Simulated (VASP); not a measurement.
# SnTe (Fm-3m) in VASP: further runs, part 2 of 2

VASP 6.6.1. The steps go on from the part before.

## (3) Elastic constants, PBE

Input file INCAR:

```
PREC = Accurate
ENCUT = 600
EDIFF = 1E-8
ISMEAR = -1
SIGMA = 0.05
LREAL = F
LASPH = T
NELM = 80
ALGO = Normal
ISIF = 3
LWAVE = F
LCHARG = F
GGA = PE
NBANDS = 17
IBRION = 6
NFREE = 2
POTIM = 0.015
NSW = 1
```

Input file KPOINTS:

```
regular mesh
0
Gamma
  5 5 5
```

Input file POSCAR:

```
SnTe
1.0
    0.0000000000      3.1508500000      3.1508500000
    3.1508500000      0.0000000000      3.1508500000
    3.1508500000      3.1508500000      0.0000000000
Te Sn
1 1
Direct
    0.5000000000      0.5000000000      0.5000000000
    0.0000000000      0.0000000000      0.0000000000
```

Potentials or basis: VASP PAW PBE potentials, release 64 (Te, Sn_d).

The run is started by

```sh
$ cat potpaw_PBE.64/Te/POTCAR potpaw_PBE.64/Sn_d/POTCAR > POTCAR
$ mpirun -np 1 vasp_std > vasp.out
```

OUTCAR:

```text
PREC = Accurate
   ENCUT = 600
   EDIFF = 1E-8
   ISMEAR = -1
   LREAL = F
   LASPH = T
   NELM = 80
   ISIF = 3
   GGA = PE
   IBRION = 6
   NFREE = 2
   POTIM = 0.015
   NSW = 1

 ion  position               nearest neighbor table
   1  0.500  0.500  0.500-   2 3.15   2 3.15   2 3.15   2 3.15   2 3.15   2 3.15
   2  0.000  0.000  0.000-   1 3.15   1 3.15   1 3.15   1 3.15   1 3.15   1 3.15

  LATTYP: Found a face centered cubic cell.
 ALAT       =     6.3017000000

  Lattice vectors:

 A1 = (   0.0000000000,   3.1508500000,   3.1508500000)
 A2 = (   3.1508500000,   0.0000000000,   3.1508500000)
 A3 = (   3.1508500000,   3.1508500000,   0.0000000000)

Analysis of symmetry for initial positions (statically):
=====================================================================
 Subroutine PRICEL returns:
 Original cell was already a primitive cell.

 Routine SETGRP: Setting up the symmetry group for a
 face centered cubic supercell.

 Subroutine GETGRP returns: Found 48 space group operations
 (whereof 48 operations were pure point group operations)
 out of a pool of 48 trial point group operations.

The static configuration has the point symmetry O_h .

Analysis of symmetry for dynamics (positions and initial velocities):
=====================================================================
 Subroutine PRICEL returns:
 Original cell was already a primitive cell.

 Routine SETGRP: Setting up the symmetry group for a
 face centered cubic supercell.

 Subroutine GETGRP returns: Found 48 space group operations
 (whereof 48 operations were pure point group operations)
 out of a pool of 48 trial point group operations.

The dynamic configuration has the point symmetry O_h .

 Subroutine INISYM returns: Found 48 space group operations
 (whereof 48 operations are pure point group operations),
 and found     1 'primitive' translations

----------------------------------------------------------------------------------------

                                     Primitive cell

  volume of cell :      62.5624

  direct lattice vectors                    reciprocal lattice vectors
     0.000000000  3.150850000  3.150850000    -0.158687338  0.158687338  0.158687338
     3.150850000  0.000000000  3.150850000     0.158687338 -0.158687338  0.158687338
     3.150850000  3.150850000  0.000000000     0.158687338  0.158687338 -0.158687338

  length of vectors
     4.455974803  4.455974803  4.455974803     0.274854533  0.274854533  0.274854533

  position of ions in fractional coordinates (direct lattice)
     0.500000000  0.500000000  0.500000000
     0.000000000  0.000000000  0.000000000

[... 112 lines left out ...]

  FORCE on cell =-STRESS in cart. coord.  units (eV):
  Direction    XX          YY          ZZ          XY          YZ          ZX
  --------------------------------------------------------------------------------------
  -------------------------------------------------------------------------------------
  Total        0.8710756      0.8710756      0.8710756      0.0000000     -0.0000000     -0.0000000
  in kB       22.3076200     22.3076200     22.3076200      0.0000000     -0.0000000     -0.0000000
  external PRESSURE =      22.3076200 kB  Pullay stress =       0.0000000 kB
[... 89 lines left out ...]
  FREE ENERGIE OF THE ION-ELECTRON SYSTEM (eV)
  ---------------------------------------------------
  free  energy   TOTEN  =        -7.5278843257 eV

  energy  without entropy=       -7.5278102898  energy(sigma->0) =       -7.52784731

[... ionic steps 4 to 14 ...]

--------------------------------------- Ionic step       15  -------------------------------------------

 number of electron      19.9999998 magnetization

------------------------ aborting loop because EDIFF is reached ----------------------------------------
[... 67 lines left out ...]
--------------------------------------- Ionic step       17  -------------------------------------------

 number of electron      19.9999999 magnetization

 Free energy of the ion-electron system (eV)
  ---------------------------------------------------
  ext. energy  EPLUGINS =         0.00000000
  ---------------------------------------------------
  free energy    TOTEN  =        -7.54758370 eV

  energy without entropy =       -7.54754217  energy(sigma->0) =       -7.54756294

 E-fermi :   7.0580     XC(G=0):  -9.5007

 val. band max:        6.6140477234   @ k =   0.0000  -0.2000   0.2000
 cond. band min:       7.5328188866   @ k =   0.4000   0.0000   0.0000
 fundamental gap:      0.9187711632
 Fermi energy:         7.0580174370

 k-point     1 :       0.0000    0.0000    0.0000
  band No.  band energies     occupation
      1     -14.9594      2.00000
      2     -14.9594      2.00000
      3     -14.9530      2.00000
      4     -14.9529      2.00000
      5     -14.9529      2.00000
      6      -5.8541      2.00000
[... 378 lines left out ...]
  FREE ENERGIE OF THE ION-ELECTRON SYSTEM (eV)
  ---------------------------------------------------
  free  energy   TOTEN  =        -7.5475837028 eV

  energy  without entropy=       -7.5475421675  energy(sigma->0) =       -7.54756294

 INTERNAL STRAIN TENSORS FROM STRAINED CELLS
 ============================================

 INTERNAL STRAIN TENSOR FOR ION    1 for displacements in x,y,z  (eV/Angst):
          X           Y           Z          XY          YZ          ZX
  --------------------------------------------------------------------------------
  x     0.00000     0.00000     0.00000    -0.00000    -0.00000    -0.00000
  y    -0.00000     0.00000     0.00000     0.00000    -0.00000    -0.00000
  z     0.00000     0.00000    -0.00000     0.00000     0.00000    -0.00000

 INTERNAL STRAIN TENSORS FROM DISPLACED ATOMS
 ============================================

 INTERNAL STRAIN TENSOR FOR ION    1 for displacements in x,y,z  (eV/Angst):
          X           Y           Z          XY          YZ          ZX
  --------------------------------------------------------------------------------
  x     0.00000     0.00000     0.00000     0.00000     0.00000     0.00000
  y     0.00000     0.00000     0.00000     0.00000     0.00000     0.00000
  z     0.00000     0.00000     0.00000     0.00000     0.00000     0.00000

 INTERNAL STRAIN TENSOR FOR ION    2 for displacements in x,y,z  (eV/Angst):
          X           Y           Z          XY          YZ          ZX
  --------------------------------------------------------------------------------
  x     0.00000     0.00000     0.00000     0.00000     0.00000     0.00000
  y     0.00000     0.00000     0.00000     0.00000     0.00000     0.00000
  z     0.00000     0.00000     0.00000     0.00000     0.00000     0.00000

 Eigenvectors and eigenvalues of the dynamical matrix
 ----------------------------------------------------

   1 f  =    0.000833 THz     0.005231 2PiTHz    0.027770 cm-1     0.003443 meV
             X         Y         Z           dx          dy          dz
      3.150850  3.150850  3.150850    -0.706952    0.138153    0.016767
      0.000000  0.000000  0.000000    -0.680377    0.132959    0.016137
[... 21 lines left out ...]
   6 f/i=    0.754610 THz     4.741356 2PiTHz   25.171089 cm-1     3.120816 meV
             X         Y         Z           dx          dy          dz
      3.150850  3.150850  3.150850     0.304806    0.378790    0.494432
      0.000000  0.000000  0.000000    -0.316712   -0.393585   -0.513744

--------------------------------------------------------------------------------------------------------

 ELASTIC MODULI CONTR FROM IONIC RELAXATION (kBar)
 Direction    XX          YY          ZZ          XY          YZ          ZX
 --------------------------------------------------------------------------------
 XX           0.0000      0.0000      0.0000      0.0000      0.0000      0.0000
 YY           0.0000      0.0000      0.0000      0.0000      0.0000      0.0000
 ZZ           0.0000      0.0000      0.0000      0.0000      0.0000      0.0000
 XY           0.0000      0.0000      0.0000      0.0000      0.0000      0.0000
 YZ           0.0000      0.0000      0.0000      0.0000      0.0000      0.0000
 ZX           0.0000      0.0000      0.0000      0.0000      0.0000      0.0000
 --------------------------------------------------------------------------------

 TOTAL ELASTIC MODULI (kBar)
 Direction    XX          YY          ZZ          XY          YZ          ZX
 --------------------------------------------------------------------------------
 XX        1402.7259      5.7461      5.7461      0.0000     -0.0000      0.0000
 YY           5.7461   1402.7259      5.7461      0.0000      0.0000      0.0000
 ZZ           5.7461      5.7461   1402.7259      0.0000      0.0000      0.0000
 XY           0.0000      0.0000      0.0000    160.5474     -0.0000      0.0000
 YZ          -0.0000      0.0000      0.0000     -0.0000    160.5474      0.0000
 ZX           0.0000      0.0000      0.0000      0.0000      0.0000    160.5474
 --------------------------------------------------------------------------------
```

OSZICAR:

```text
N       E                     dE             d eps       ncg     rms          rms(c)
DAV:   1     0.131146740737E+03    0.13115E+03   -0.10062E+04   340   0.145E+03
DAV:   2     0.457890075184E+01   -0.12657E+03   -0.12308E+03   357   0.360E+02
DAV:   3    -0.723445245906E+01   -0.11813E+02   -0.11529E+02   413   0.940E+01
[... 203 lines left out ...]
DAV:   4    -0.754758180347E+01   -0.11403E-04   -0.51998E-05   945   0.694E-02    0.231E-02
DAV:   5    -0.754758377112E+01   -0.19676E-05   -0.22903E-06   717   0.107E-02    0.340E-03
DAV:   6    -0.754758374870E+01    0.22425E-07   -0.11071E-07   786   0.275E-03    0.187E-03
DAV:   7    -0.754758370169E+01    0.47007E-07   -0.27352E-08   694   0.172E-03    0.487E-04
DAV:   8    -0.754758370279E+01   -0.11023E-08   -0.20228E-09   328   0.321E-04
  17 F= -.75475837E+01 E0= -.75475629E+01  d E =-.415353E-04
```

Wall time 9.2 min (1 thread of Intel Xeon 8259CL, shared host); peak memory 0.26 GiB.

Results:

```yaml
Elastic_constants_C11_C12_C44: 140, 1, 16 GPa
Voigt_bulk_modulus: 47 GPa
Highest_phonon_frequency_at_Γ_LO-TO_splitting_left_out: 0 cm⁻¹
Most_unstable_mode: 25i cm⁻¹
```

Phonon frequencies in cm⁻¹ (negative: imaginary):
```tsv
q point	frequencies
(0.000, 0.000, 0.000)	-25 -25 -25 0 0 0
```

Elastic tensor in Voigt notation (GPa, in the Cartesian axes of the cell as first typed):
```
140   1   1   0   0   0
  1 140   1   0   0   0
  1   1 140   0   0   0
  0   0   0  16   0   0
  0   0   0   0  16   0
  0   0   0   0   0  16
```

Clamped-ion elastic tensor (GPa):
```
140   1   1   0   0   0
  1 140   1   0   0   0
  1   1 140   0   0   0
  0   0   0  16   0   0
  0   0   0   0  16   0
  0   0   0   0   0  16
```

Caveat: the cell is under stress, which shifts elastic constants; some modes are imaginary; this odd mesh misses L, so gap, dielectric constants and Born charges aren't listed; spin-orbit coupling is left out, which moves the levels of the heavy elements.
